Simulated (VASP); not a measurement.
# Sb in VASP: further runs, part 3 of 3

VASP 6.6.1. Earlier steps stand in the parts before.

### Step 4. Single point, PBEsol (23.82 Å³/atom)

This run uses another cell than the first one, of 23.82 Å³/atom.

Input file INCAR:

```
PREC = Accurate ; ENCUT = 520
EDIFF = 1E-6 ; ISMEAR = -1
SIGMA = 0.05 ; LREAL = False
LASPH = True ; NELM = 100
ALGO = Normal ; ISIF = 2
LWAVE = False ; LCHARG = True
GGA = PS ; LELF = True
LVHAR = True ; NBANDS = 8
```

Input file KPOINTS:

```
Automatic mesh
0
Gamma
  19 19 19
```

Input file POSCAR:

```
Sb
1.0
   -1.5345172977      1.5345172977      2.5286397996
    1.5345172977     -1.5345172977      2.5286397996
    1.5345172977      1.5345172977     -2.5286397996
Sb
1
Direct
    0.0000000000      0.0000000000      0.0000000000
```

Potentials or basis: VASP PAW PBE potentials, release 64 (Sb).

Launch:

```bash
$ cat potpaw_PBE.64/Sb/POTCAR > POTCAR
$ mpirun -np 1 vasp_std > vasp.out
```

OUTCAR:

```text
PREC = Accurate
   ENCUT = 520
   EDIFF = 1E-6
   ISMEAR = -1
   LREAL = False
   LASPH = True
   NELM = 100
   ISIF = 2
   GGA = PS

 ion  position               nearest neighbor table
   1  0.000  0.000  0.000-

  LATTYP: Found a body centered tetragonal cell.
 ALAT       =     3.0690345954
 C/A-ratio  =     1.6478405316

  Lattice vectors:

 A1 = (  -1.5345172977,   1.5345172977,   2.5286397996)
 A2 = (   1.5345172977,  -1.5345172977,   2.5286397996)
 A3 = (   1.5345172977,   1.5345172977,  -2.5286397996)

Analysis of symmetry for initial positions (statically):
=====================================================================
 Subroutine PRICEL returns:
 Original cell was already a primitive cell.

 Routine SETGRP: Setting up the symmetry group for a
 body centered tetragonal supercell.

 Subroutine GETGRP returns: Found 16 space group operations
 (whereof 16 operations were pure point group operations)
 out of a pool of 16 trial point group operations.

The static configuration has the point symmetry D_4h.

Analysis of symmetry for dynamics (positions and initial velocities):
=====================================================================
 Subroutine PRICEL returns:
 Original cell was already a primitive cell.

 Routine SETGRP: Setting up the symmetry group for a
 body centered tetragonal supercell.

 Subroutine GETGRP returns: Found 16 space group operations
 (whereof 16 operations were pure point group operations)
 out of a pool of 16 trial point group operations.

The dynamic configuration has the point symmetry D_4h.

 Subroutine INISYM returns: Found 16 space group operations
 (whereof 16 operations are pure point group operations),
 and found     1 'primitive' translations

----------------------------------------------------------------------------------------

[... 109 lines left out ...]
     AMIX     =   0.40;   BMIX     =  1.00
     AMIX_MAG =   1.60;   BMIX_MAG =  1.00
  volume/ion in A,a.u.               =      23.82       160.73
  Fermi-wavevector in a.u.,A,eV,Ry     =   0.972974  1.838655 12.880347  0.946679
  Thomas-Fermi vector in A             =   2.103316
   LORBIT       =      0    0 simple, 1 ext, 2 COOP (PROOUT), +10 PAW based schemes
   GGA     = PS    functional components
   LHFCALC =     F    Hartree Fock is set to
   AEXX    =    0.0000 exact exchange contribution
   IVDW    =     0    specifies the selected vdW correction
   LEPSILON=     F    determine dielectric tensor
   LRPA    =     F    only Hartree local field effects (RPA)
 non-spin polarized calculation
  energy-cutoff  :      520.00
  volume of cell :       23.82
 maximum number of plane-waves:       653
 NGX is ok and might be reduce to    28
   NGX = 13   NGY = 13   NGZ = 13

 number of electron       5.0000000 magnetization

 Free energy of the ion-electron system (eV)
  ---------------------------------------------------
  ext. energy  EPLUGINS =         0.00000000
  ---------------------------------------------------
  free energy    TOTEN  =        -4.25297416 eV

  energy without entropy =       -4.24810873  energy(sigma->0) =       -4.25054145

 E-fermi :  10.1063     XC(G=0): -10.8667

 val. band max:       10.1060510963   @ k =   0.2632   0.2632   0.1579
 cond. band min:      10.1071477090   @ k =  -0.3684   0.1579   0.1053
 fundamental gap:      0.0010966128
 Fermi energy:        10.1063081865

 k-point     1 :       0.0000    0.0000    0.0000
  band No.  band energies     occupation
      1      -3.9149      2.00000
      2      16.0442      0.00000
      3      16.3723      0.00000
      4      16.3723      0.00000
      5      20.0143      0.00000
      6      20.5649      0.00000
      7      21.0424      0.00000
      8      21.0424      0.00000
[... 243 lines left out ...]
 k-point    24 :      -0.2632    0.0526    0.0000
  band No.  band energies     occupation
      1      -2.4743      2.00000
      2       9.4049      2.00000
      3      13.6983      0.00000
      4      15.7737      0.00000
      5      18.2198      0.00000
      6      20.2897      0.00000
      7      21.7093      0.00000
      8      22.4006      0.00000

 [... further k-points ...]

------------------------ aborting loop because EDIFF is reached ----------------------------------------

  FORCE on cell =-STRESS in cart. coord.  units (eV):
  Direction    XX          YY          ZZ          XY          YZ          ZX
  --------------------------------------------------------------------------------------
  -------------------------------------------------------------------------------------
  Total        1.3165357      1.3165357      1.1596385      0.0000000      0.0000000      0.0000000
  in kB       88.5630738     88.5630738     78.0086339      0.0000000      0.0000000      0.0000000
  external PRESSURE =      85.0449272 kB  Pullay stress =       0.0000000 kB

 VOLUME and BASIS-vectors are now :
 -----------------------------------------------------------------------------
  energy-cutoff  :      520.00
  volume of cell :       23.82
      direct lattice vectors                 reciprocal lattice vectors
    -1.534517298  1.534517298  2.528639800     0.000000000  0.325835363  0.197734766
     1.534517298 -1.534517298  2.528639800     0.325835363  0.000000000  0.197734766
     1.534517298  1.534517298 -2.528639800     0.325835363  0.325835363  0.000000000

 POSITION                                       TOTAL-FORCE (eV/Angst)
 -----------------------------------------------------------------------------------
      0.00000      0.00000      0.00000         0.000000      0.000000      0.000000
 -----------------------------------------------------------------------------------
    total drift:                               -0.000000      0.000000      0.000000

  FREE ENERGIE OF THE ION-ELECTRON SYSTEM (eV)
  ---------------------------------------------------
  free  energy   TOTEN  =        -4.2529741643 eV

  energy  without entropy=       -4.2481087285  energy(sigma->0) =       -4.25054145
```

stdout:

```text
POSCAR found type information on POSCAR Sb
 POSCAR found :  1 types and       1 ions
 scaLAPACK will be used
 -----------------------------------------------------------------------------
|                                                                             |
|                                                                             |
|     You enforced a specific xc type in the INCAR file but a different       |
|     I HOPE YOU KNOW WHAT YOU ARE DOING!                                     |
|                                                                             |
 -----------------------------------------------------------------------------

 LDA part: xc-table for (Slater+PW92), standard interpolation
 POSCAR, INCAR and KPOINTS ok, starting setup
 FFT: planning ... GRIDC
 FFT: planning ... GRID_SOFT
 FFT: planning ... GRID
 WAVECAR not read
 entering main loop
```

It took 2.4 min on 1 thread of Intel Xeon 8259CL, shared host; peak memory 0.24 GiB.

What came out:

```yaml
Free_energy: -4.2530 eV
Pressure: 8.5 GPa
Band_gap_on_the_k_mesh: zero (an odd number of electrons rules out a gap without spin polarisation)
```

Caveat: the cell stands under pressure; the PAW data sets were made with another functional, which shifts forces and pressure a little; spin-orbit coupling is left out, which moves the levels of the heavy elements.

### Step 5. Single point, PBEsol (equal xy, yz and zx shear strains of -2 %)

Input file INCAR:

```
ALGO     = Normal         # electronic algorithm
EDIFF    = 1E-7           # SCF threshold, eV
ENCUT    = 520            # plane-wave cutoff, eV
GGA      = PS             # functional
ISIF     = 2              # what is computed and relaxed
ISMEAR   = -1             # smearing method
LASPH    = T              # aspherical terms in the spheres
LCHARG   = F              # write CHGCAR
LREAL    = F              # projectors in reciprocal space
LWAVE    = F              # write WAVECAR
NBANDS   = 8              # bands
NELM     = 80             # most SCF steps
PREC     = Accurate       # precision mode
SIGMA    = 0.05           # smearing width, eV
```

Input file KPOINTS:

```
k-points
0
Gamma
  19 19 19
```

Input file POSCAR:

```
Sb
1.0
   -1.5448500000      1.4952500000      2.4800000000
    1.4952500000     -1.5448500000      2.4800000000
    1.5147500000      1.5147500000     -2.5101000000
Sb
1
Direct
    0.0000000000      0.0000000000      0.0000000000
```

Launch:

```bash
$ cat potpaw_PBE.64/Sb/POTCAR > POTCAR
$ mpirun -np 1 vasp_std > vasp.out
```

It took 92 s on 1 thread of Intel Xeon 6975P-C (Granite Rapids), shared host; peak memory 0.42 GiB.

It converged, with:

```yaml
Free_energy: -4.1533 eV
Pressure: 15.4 GPa
Band_gap_on_the_k_mesh: zero (an odd number of electrons rules out a gap without spin polarisation)
```

Stress tensor (GPa, compression positive):
```
15.92 -0.45  0.15
-0.45 15.92  0.15
 0.15  0.15 14.50
```

Levels at points of the mesh, in eV from the Fermi level:
| k point | band 1 | band 2 | band 3 | band 4 | band 5 | band 6 | band 7 | band 8 |
| --- | --- | --- | --- | --- | --- | --- | --- | --- |
| (0.00, 0.00, 0.00) | -14.57 | 6.29 | 6.73 | 6.88 | 10.05 | 10.48 | 11.06 | 11.30 |

Caveat: the cell differs from its parent crystal (equal xy, yz and zx shear strains of -2 %); the cell stands under pressure; the PAW data sets were made with another functional, which shifts forces and pressure a little; spin-orbit coupling is left out, which moves the levels of the heavy elements.

### Step 6. Single point, PBEsol (equal xy, yz and zx shear strains of +1 %)

Input file INCAR:

```
PREC = Accurate
ENCUT = 520
EDIFF = 1E-6
ISMEAR = -1
SIGMA = 0.05
LREAL = False
LASPH = True
NELM = 100
ALGO = Normal
ISIF = 2
LWAVE = False
LCHARG = True
GGA = PS
LELF = True
LVHAR = True
NBANDS = 8
```

Input file KPOINTS:

```
regular mesh
0
Gamma
  19 19 19
```

Input file POSCAR:

```
Sb
1.0
   -1.4850750000      1.5098750000      2.4800000000
    1.5098750000     -1.4850750000      2.4800000000
    1.5001250000      1.5001250000     -2.4649500000
Sb
1
Direct
    0.0000000000      0.0000000000      0.0000000000
```

Potentials or basis: VASP PAW PBE potentials, release 64 (Sb).

Launch:

```bash
$ cat potpaw_PBE.64/Sb/POTCAR > POTCAR
$ mpirun -np 1 vasp_std > vasp.out
```

It took 58 s on 1 thread of Intel Xeon 6975P-C (Granite Rapids), shared host; peak memory 0.42 GiB.

The run converged. Its results:

| Quantity | Value |
| --- | --- |
| Free energy | -4.1540 eV |
| Pressure | 15.4 GPa |
| Band gap on the k mesh | zero (an odd number of electrons rules out a gap without spin polarisation) |

Stress tensor (GPa, compression positive):
```
16.01  0.24 -0.03
 0.24 16.01 -0.03
-0.03 -0.03 14.06
```

Levels at points of the mesh, in eV from the Fermi level:
```tsv
k point	band 1	band 2	band 3	band 4	band 5	band 6	band 7	band 8
(0.00, 0.00, 0.00)	-14.57	6.41	6.70	6.80	10.11	10.44	11.15	11.16
```

Caveat: the cell differs from its parent crystal (equal xy, yz and zx shear strains of +1 %); the cell stands under pressure; the PAW data sets were made with another functional, which shifts forces and pressure a little; spin-orbit coupling is left out, which moves the levels of the heavy elements.

### Step 7. Overview

| cell | gap on the mesh (eV) | pressure (GPa) |
| --- | --- | --- |
| a = 3.311 Å, angles 125.2, 125.2, 81.3°, 1 atom | none | 10.5 |
| a = 3.322 Å, angles 125.2, 125.2, 81.3°, 1 atom | none | 9.5 |
| a = 3.332 Å, angles 125.2, 125.2, 81.3°, 1 atom | none | 8.5 |
| a = 3.282, b = 3.282, c = 3.300 Å, angles 125.6, 125.6, 81.8°, 1 atom | none | 15.4 |
| a = 3.261, b = 3.261, c = 3.252 Å, angles 125.0, 125.0, 81.0°, 1 atom | none | 15.4 |

Alike in all rows: task single point; level PBEsol; potentials or basis VASP PAW PBE potentials, release 64 (Sb); no spin polarisation; k mesh 19 × 19 × 19; cutoff (eV) 520; smearing fermi-dirac 0.05 eV.

Caveats: the cell stands under pressure; the PAW data sets were made with another functional, which shifts forces and pressure a little; spin-orbit coupling is left out, which moves the levels of the heavy elements.

Total energies depend on the potentials used, so only differences within one code and one set of settings carry meaning.
